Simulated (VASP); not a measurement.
# Cu3HAu (Pm-3m) in VASP: further runs, part 2 of 2

VASP 6.6.1.

## 3. Relaxation of cell and atoms, PBE

Input file INCAR:

```
  PREC = Accurate
  ENCUT = 600
  EDIFF = 1E-7
  ISMEAR = 0
  SIGMA = 0.1
  LREAL = False
  LASPH = True
  NELM = 120
  ALGO = Normal
  ISIF = 3
  LWAVE = False
  LCHARG = False
  GGA = PE
  IBRION = 2
  NSW = 90
  EDIFFG = -0.025
  GGA_COMPAT = False
  NELMIN = 4
```

Input file KPOINTS:

```
regular mesh
0
Gamma
  8 8 8
```

Input file POSCAR:

```
Cu3HAu
1.0
    3.8362229216      0.0000000000      0.0000000000
    0.0000000000      3.8362229216      0.0000000000
    0.0000000000      0.0000000000      3.8362229216
Cu Au H
3 1 1
Direct
    1.0000000000      0.5000000000      0.5000000000
    0.5000000000      1.0000000000      0.5000000000
    0.5000000000      0.5000000000      1.0000000000
    0.0000000000      1.0000000000      1.0000000000
    0.5000000000      0.5000000000      0.5000000000
```

Potentials or basis: VASP PAW PBE potentials, release 64 (Cu, Au, H).

Started as:

```console
> cat potpaw_PBE.64/Cu/POTCAR potpaw_PBE.64/Au/POTCAR potpaw_PBE.64/H/POTCAR > POTCAR
> mpirun -np 1 vasp_std > vasp.out
```

OUTCAR:

```text
PREC = Accurate
   ENCUT = 600
   EDIFF = 1E-7
   ISMEAR = 0
   LREAL = False
   LASPH = True
   NELM = 120
   ISIF = 3
   GGA = PE
   IBRION = 2
   NSW = 90
   EDIFFG = -0.025
   NELMIN = 4

 ion  position               nearest neighbor table
   1  0.000  0.500  0.500-   2 2.71   3 2.71   4 2.71   3 2.71   4 2.71   2 2.71   4 2.71   4 2.71
                             2 2.71   3 2.71   3 2.71   2 2.71
   2  0.500  0.000  0.500-   1 2.71   3 2.71   4 2.71   3 2.71   4 2.71   1 2.71   3 2.71   3 2.71
                             1 2.71   4 2.71   4 2.71   1 2.71
   3  0.500  0.500  0.000-   1 2.71   2 2.71   4 2.71   1 2.71   2 2.71   2 2.71   4 2.71   2 2.71
                             1 2.71   4 2.71   1 2.71   4 2.71
   4  0.000  0.000  0.000-   1 2.71   2 2.71   3 2.71   1 2.71   2 2.71   1 2.71   3 2.71   1 2.71
                             2 2.71   3 2.71   2 2.71   3 2.71
   5  0.500  0.500  0.500-

  LATTYP: Found a simple cubic cell.
 ALAT       =     3.8362229216

  Lattice vectors:

 A1 = (   3.8362229216,   0.0000000000,   0.0000000000)
 A2 = (   0.0000000000,   3.8362229216,   0.0000000000)
 A3 = (   0.0000000000,   0.0000000000,   3.8362229216)

Analysis of symmetry for initial positions (statically):
=====================================================================
 Subroutine PRICEL returns:
 Original cell was already a primitive cell.

 Routine SETGRP: Setting up the symmetry group for a
 simple cubic supercell.

 Subroutine GETGRP returns: Found 48 space group operations
 (whereof 48 operations were pure point group operations)
 out of a pool of 48 trial point group operations.

The static configuration has the point symmetry O_h .

Analysis of symmetry for dynamics (positions and initial velocities):
=====================================================================
 Subroutine PRICEL returns:
 Original cell was already a primitive cell.

 Routine SETGRP: Setting up the symmetry group for a
 simple cubic supercell.
[... 128 lines left out ...]
   IALGO  =     38    algorithm
   IMIX   =      4    mixing-type and parameters
     AMIX     =   0.40;   BMIX     =  1.00
     AMIX_MAG =   1.60;   BMIX_MAG =  1.00
  volume/ion in A,a.u.               =      11.29        76.20
  Fermi-wavevector in a.u.,A,eV,Ry     =   1.517895  2.868406 31.347909  2.304006
  Thomas-Fermi vector in A             =   2.627089
   LORBIT       =      0    0 simple, 1 ext, 2 COOP (PROOUT), +10 PAW based schemes
   GGA     = PE    functional components
   LHFCALC =     F    Hartree Fock is set to
   AEXX    =    0.0000 exact exchange contribution
   IVDW    =     0    specifies the selected vdW correction
   LEPSILON=     F    determine dielectric tensor
   LRPA    =     F    only Hartree local field effects (RPA)
 conjugate gradient relaxation of ions
 non-spin polarized calculation
 Gauss-broadening in eV      SIGMA  =   0.10
  energy-cutoff  :      600.00
  volume of cell :       56.46
 maximum number of plane-waves:      1924
 NGX is ok and might be reduce to    32
   NGX = 15   NGY = 15   NGZ = 15

 number of electron      44.9999976 magnetization

 Free energy of the ion-electron system (eV)
  ---------------------------------------------------
  ext. energy  EPLUGINS =         0.00000000
  ---------------------------------------------------
  free energy    TOTEN  =       -17.55711925 eV

  energy without entropy =      -17.54914002  energy(sigma->0) =      -17.55312963

 E-fermi :   7.9905     XC(G=0): -12.5189

 val. band max:        7.9719581376   @ k =   0.3750   0.2500   0.2500
 cond. band min:       8.0304321247   @ k =   0.5000   0.3750   0.3750
 fundamental gap:      0.0584739871
 Fermi energy:         7.9904958744

 k-point     1 :       0.0000    0.0000    0.0000
  band No.  band energies     occupation
      1      -2.6277      2.00000
      2       1.4912      2.00000
      3       1.8847      2.00000
      4       1.8847      2.00000
      5       2.5945      2.00000
      6       2.5945      2.00000
[... 709 lines left out ...]
     26      13.5455      0.00000
     27      15.4294      0.00000

 [... further k-points ...]
[... 5 lines left out ...]
  --------------------------------------------------------------------------------------
  -------------------------------------------------------------------------------------
  Total        0.0043805      0.0043805      0.0043805      0.0000000     -0.0000000      0.0000000
  in kB        0.1243158      0.1243158      0.1243158      0.0000000     -0.0000000      0.0000000
  external PRESSURE =       0.1243158 kB  Pullay stress =       0.0000000 kB

 VOLUME and BASIS-vectors are now :
 -----------------------------------------------------------------------------
  energy-cutoff  :      600.00
  volume of cell :       56.46
      direct lattice vectors                 reciprocal lattice vectors
     3.836222922  0.000000000  0.000000000     0.260673068  0.000000000  0.000000000
     0.000000000  3.836222922  0.000000000     0.000000000  0.260673068  0.000000000
     0.000000000  0.000000000  3.836222922     0.000000000  0.000000000  0.260673068

 POSITION                                       TOTAL-FORCE (eV/Angst)
 -----------------------------------------------------------------------------------
      0.00000      1.91811      1.91811         0.000000      0.000000      0.000000
      1.91811      0.00000      1.91811         0.000000      0.000000      0.000000
      1.91811      1.91811      0.00000         0.000000      0.000000      0.000000
      0.00000      0.00000      0.00000         0.000000      0.000000      0.000000
      1.91811      1.91811      1.91811         0.000000      0.000000      0.000000
 -----------------------------------------------------------------------------------
    total drift:                                0.000000     -0.000000     -0.000000

  FREE ENERGIE OF THE ION-ELECTRON SYSTEM (eV)
  ---------------------------------------------------
  free  energy   TOTEN  =       -17.5571192513 eV

  energy  without entropy=      -17.5491400174  energy(sigma->0) =      -17.55312963

 reached required accuracy - stopping structural energy minimisation
```

OSZICAR:

```text
N       E                     dE             d eps       ncg     rms          rms(c)
DAV:   1     0.377097928801E+03    0.37710E+03   -0.22650E+04  1994   0.288E+03
DAV:   2     0.183820692274E+02   -0.35872E+03   -0.34653E+03  1896   0.460E+02
DAV:   3    -0.192943254569E+02   -0.37676E+02   -0.35606E+02  2367   0.187E+02
DAV:   4    -0.206370132041E+02   -0.13427E+01   -0.13334E+01  2680   0.390E+01
DAV:   5    -0.206510709442E+02   -0.14058E-01   -0.14052E-01  2766   0.344E+00    0.155E+01
DAV:   6    -0.191256451050E+02    0.15254E+01   -0.31958E+01  2242   0.138E+02    0.837E+00
DAV:   7    -0.175710339673E+02    0.15546E+01   -0.83299E+00  2424   0.988E+01    0.431E+00
DAV:   8    -0.175866062933E+02   -0.15572E-01   -0.57215E-01  2327   0.715E+00    0.294E+00
DAV:   9    -0.175736719498E+02    0.12934E-01   -0.21660E-01  2970   0.128E+01    0.123E+00
DAV:  10    -0.175569647670E+02    0.16707E-01   -0.64406E-02  3011   0.753E+00    0.182E-01
DAV:  11    -0.175574676825E+02   -0.50292E-03   -0.14750E-02  2596   0.111E+00    0.209E-01
DAV:  12    -0.175572462154E+02    0.22147E-03   -0.76149E-04  2657   0.381E-01    0.111E-01
DAV:  13    -0.175571237454E+02    0.12247E-03   -0.42718E-04  2397   0.214E-01    0.388E-02
DAV:  14    -0.175571189523E+02    0.47931E-05   -0.58385E-05  2784   0.103E-01    0.841E-03
DAV:  15    -0.175571192132E+02   -0.26096E-06   -0.43874E-06  2331   0.235E-02    0.726E-03
DAV:  16    -0.175571192513E+02   -0.38062E-07   -0.46367E-07  2060   0.182E-02
   1 F= -.17557119E+02 E0= -.17553130E+02  d E =-.175571E+02
```

CONTCAR:

```text
Cu3HAu
   1.00000000000000
     3.8362229216000001    0.0000000000000000    0.0000000000000000
     0.0000000000000000    3.8362229216000001    0.0000000000000000
     0.0000000000000000    0.0000000000000000    3.8362229216000001
  Cu              Au              H
     3     1     1
Direct
     0.0000000000000000    0.5000000000000000    0.5000000000000000
     0.5000000000000000    0.0000000000000000    0.5000000000000000
     0.5000000000000000    0.5000000000000000    0.0000000000000000
     0.0000000000000000    0.0000000000000000    0.0000000000000000
     0.5000000000000000    0.5000000000000000    0.5000000000000000

  0.00000000E+00  0.00000000E+00  0.00000000E+00
  0.00000000E+00  0.00000000E+00  0.00000000E+00
  0.00000000E+00  0.00000000E+00  0.00000000E+00
  0.00000000E+00  0.00000000E+00  0.00000000E+00
  0.00000000E+00  0.00000000E+00  0.00000000E+00
```

Run time: 26 s. Hardware: 1 thread of Intel Xeon 6975P-C (Granite Rapids), shared host; peak memory 0.22 GiB.

Results:

| Quantity | Value |
| --- | --- |
| Free energy | -17.5571 eV |
| Pressure after relaxing | 0.0 GPa |
| Band gap on the k mesh | zero (an odd number of electrons rules out a gap without spin polarisation) |

Final structure:
```
CELL_PARAMETERS angstrom
3.83622 0.00000 0.00000
0.00000 3.83622 0.00000
0.00000 0.00000 3.83622
ATOMIC_POSITIONS crystal
Cu 0.00000 0.50000 0.50000
Cu 0.50000 0.00000 0.50000
Cu 0.50000 0.50000 0.00000
Au 0.00000 0.00000 0.00000
H 0.50000 0.50000 0.50000
```

Levels at points of the mesh, in eV from the Fermi level:
```
           k point  band 19  band 20  band 21  band 22  band 23  band 24  band 25  band 26
(0.00, 0.00, 0.00)    -1.71    -1.71    -1.71     0.64     0.64     0.64     2.14     6.51
(0.50, 0.00, 0.00)    -2.36    -2.27    -1.99    -1.71     3.07     5.18     5.18     5.22
(0.50, 0.50, 0.00)    -2.54    -2.51    -1.25    -1.06    -1.06    -0.80     6.34     6.85
(0.50, 0.50, 0.50)    -2.05    -1.94    -1.94    -1.15    -1.15    -1.15     1.87     3.08
```

Caveat: the relaxation stopped at its first step, so nothing moved; spin-orbit coupling is left out, which moves the levels of the heavy elements.
